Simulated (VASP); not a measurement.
Set up this calculation in VASP 6.6.1, as the native input.

- Task: single point
- Functional: r2SCAN
- Potentials or basis: VASP PAW PBE potentials, release 64 (B, Cd, N)
- Cutoff: 520 eV
- k mesh: 5 × 5 × 5
- Occupations: fermi-dirac, width 0.1 eV
- Spin: no spin polarisation
- Dipole correction: no
- Further INCAR settings: ALGO = Normal; EDIFF = 1e-06; NBANDS = 26

The system is Cd2B2N.

```
B Cd N
1.0
     0.00000    3.69530    0.00000
     3.69530    0.00000    0.00000
     1.84765    1.84765   -4.93425
B Cd N
2 2 1
Cartesian
  1.8476 1.8476 -1.2040
  3.6953 3.6953 -3.7303
  1.8476 3.6953 -2.4671
  3.6953 1.8476 -2.4671
  0.0000 0.0000 0.0000
```

The input as run:

POSCAR

```
Cd2B2N
1.0
    0.0000000000      3.6952970000      0.0000000000
    3.6952970000      0.0000000000      0.0000000000
    1.8476480000      1.8476480000     -4.9342460000
B Cd N
2 2 1
Direct
    0.3780000000      0.3780000000      0.2440000000
    0.6220000000      0.6220000000      0.7560000000
    0.7500000000      0.2500000000      0.5000000000
    0.2500000000      0.7500000000      0.5000000000
    0.0000000000      0.0000000000      0.0000000000
```

INCAR.step1

```
ALGO = Normal ; EDIFF = 1E-4
ENCUT = 520 ; GGA = PE
ISMEAR = -1 ; LASPH = T
LCHARG = F ; LREAL = F
LWAVE = T ; NBANDS = 26
NELM = 80 ; PREC = Accurate
SIGMA = 0.1
```

INCAR.step2

```
ALGO = Normal ; EDIFF = 1E-6
ENCUT = 520 ; ISIF = 2
ISMEAR = -1 ; ISTART = 1
LASPH = T ; LCHARG = T
LELF = T ; LMIXTAU = T
LREAL = F ; LVHAR = T
LWAVE = F ; METAGGA = R2SCAN
NBANDS = 26 ; NELM = 80
PREC = Accurate ; SIGMA = 0.1
```

KPOINTS

```
k-points
0
Gamma
  5 5 5
```

Potentials or basis: VASP PAW PBE potentials, release 64 (B, Cd, N).

Run with:

```console
$ cat potpaw_PBE.64/B/POTCAR potpaw_PBE.64/Cd/POTCAR potpaw_PBE.64/N/POTCAR > POTCAR
$ cp INCAR.step1 INCAR
$ mpirun -np 1 vasp_std > vasp.out
$ cp INCAR.step2 INCAR
$ mpirun -np 1 vasp_std > vasp.out
```

It gave:

```yaml
Pressure: 17.8 GPa
Largest_force: 4.932 eV/Å
Band_gap_on_the_k_mesh: zero (an odd number of electrons rules out a gap without spin polarisation)
```

Caveat: the k points lie up to 0.36 Å⁻¹ apart, too coarse for converged energies and pressures of a metal; the PAW data sets were made with another functional, which shifts forces and pressure a little.

Run time: 88 s on 1 thread of Intel(R) Xeon(R) Platinum 8375C CPU @ 2.90GHz (Ice Lake), on a shared host, peak memory 0.2 GiB.
